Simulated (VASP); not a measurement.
Runs of VASP 6.6.1 on InSbH6. The structure is that of space group Amm2 (No. 38), or close to it. The cells are those of the table. 

```tsv
task	level	cell	k mesh	cutoff (eV)	gap on the mesh (eV)	pressure (GPa)	largest force (eV/Å)
single point	PBEsol	a = 3.725, b = 6.819, c = 6.819 Å, angles 70.9, 90.0, 90.0°, 8 atoms	6 × 4 × 4	520	1.18	0.1	(b)
relaxation of cell and atoms	PBEsol	relaxed from a = 4.256, b = 5.444, c = 5.444 Å, angles 63.3, 90.0, 90.0°, 8 atoms	6 × 4 × 4	600	none	-0.1	0.01
single point	r2SCAN+rVV10	a = 3.738, b = 5.975, c = 5.975 Å, angles 99.4, 90.0, 90.0°, 8 atoms	6 × 4 × 4	520	1.02	0.1	0.16
single point	r2SCAN+rVV10	a = 3.738, b = 5.975, c = 5.975 Å, angles 99.4, 90.0, 90.0°, 8 atoms	8 × 6 × 6	520	1.03	0.1	(a)
```

Alike in all rows: potentials or basis VASP PAW PBE potentials, release 64 (In_d, Sb, H); no spin polarisation; smearing fermi-dirac 0.03 eV.

Q: Estimate the missing entries.

A: (a) 0.14; (b) 0.20.

Caveats: the PAW data sets were made with another functional, which shifts forces and pressure a little; spin-orbit coupling is left out, which moves the levels of the heavy elements.

A k mesh can miss the band edges, and the runs leave out spin-orbit coupling on In, Sb.

A gap of «none» marks levels without a gap at the run's occupations.
